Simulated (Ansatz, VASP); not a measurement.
**One calculation of CrAu2, two programs**

```
Cr Au
1.0
     2.94598    0.00000    0.00000
    -1.47299    2.55129    0.00000
     0.00000    0.00000   12.00908
Cr Au
2 4
Direct
  0.66667 0.33333 0.75000
  0.33333 0.66667 0.25000
  0.33333 0.66667 0.87222
  0.66667 0.33333 0.37222
  0.33333 0.66667 0.62778
  0.66667 0.33333 0.12778
```

Change from the starting cell: species swapped into the MoSe2 type (P6_3/mmc, No. 194).

Alike in both runs: task single point; functional PBE; k mesh 6 × 6 × 2; occupations gaussian, width 0.1 eV; collinear spin.

|  | VASP | Ansatz |
| --- | --- | --- |
| version | VASP 6.6.1 | Ansatz 0.2.0 |
| potentials or method | VASP PAW PBE potentials, release 64 (Cr_pv, Au), cutoff 520 eV | scalar-relativistic, plane waves, PAW |
| valence electrons in the cell | 68 | 104 |

Ansatz gave:

```
gap on the k mesh at the Fermi level (eV)                     : none
rms of the force components (eV/Å)                            : 4.526
net moment per atom (μB)                                      : 0.76
size of the moment on the site where the two differ most (μB) : 1.73
```

Question: Which values does VASP return?

Answer: gap on the k mesh at the Fermi level (eV): none; rms of the force components (eV/Å): 4.466; net moment per atom (μB): 0.53; size of the moment on the site where the two differ most (μB): 1.38.

The net moments are unlike, so the other rows may belong to different states. Site moments also hang on the region over which each program counts them. Atom by atom the forces differ by 0.060 eV/Å (rms over components). A gap of «none» marks a metal or a gap that the smearing closes. VASP's potentials hold 68 valence electrons a cell and Ansatz's 104, so a difference there can come from the potentials and not from the codes.

The k mesh is coarse, so the values compare programs but aren't converged. Spin-orbit coupling is off throughout.
